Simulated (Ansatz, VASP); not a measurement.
## MgZn5O6 in VASP and in Ansatz

```xyz
12
Lattice="3.2785 -0.0012 0.0000 -0.0011 3.2779 0.0000 -0.0004 0.0005 13.7208" Properties=species:S:1:pos:R:3 pbc="T T T"
Mg   -0.0003    0.0003    6.8604
Zn    3.2782   -0.0007   11.4279
Zn    1.6387    1.6384   -0.0001
Zn    0.0000    0.0001    2.2927
Zn    1.6386    1.6386    4.5868
Zn    1.6384    1.6388    9.1339
O     1.6392   -0.0006    1.1467
O    -0.0007    1.6391    3.4393
O     1.6390   -0.0004    5.7413
O    -0.0008    1.6392    7.9797
O     1.6390   -0.0002   10.2817
O    -0.0010    1.6394   12.5743
```

Change from the starting cell: cell x1, atoms moved at random (sigma 0.1 Å) and cell strained at random (1.5 %), then relaxed without symmetry.

Alike in both runs: functional PBE; k mesh 4 × 4 × 1; occupations gaussian, width 0.1 eV; no spin polarisation.

Ansatz relaxed the structure, and its values are those at the end. VASP's run is a single point on that final structure, the one shown.

|  | VASP | Ansatz |
| --- | --- | --- |
| version | VASP 6.6.1 | Ansatz 0.2.0 |
| potentials or method | VASP PAW PBE potentials, release 64 (Mg, Zn, O), cutoff 520 eV | scalar-relativistic, plane waves, PAW |
| valence electrons in the cell | 98 | 106 |

|  | VASP | Ansatz | Ansatz less VASP |
| --- | --- | --- | --- |
| gap on the k mesh at the Fermi level (eV) | 0.94 | 0.96 | +0.016 |
| least direct gap on the mesh (eV) | 0.94 | 0.96 | +0.016 |
| pressure (GPa) | 0.6 | 0.0 | -0.61 |
| rms of the force components (eV/Å) | 0.018 | 0.001 | -0.0175 |

The functional is the same, so the differences come from potentials, cutoffs and numerics. VASP's potentials hold 98 valence electrons a cell and Ansatz's 106, so a difference there can come from the potentials and not from the codes.

The k mesh is coarse, so the values compare programs but aren't converged.
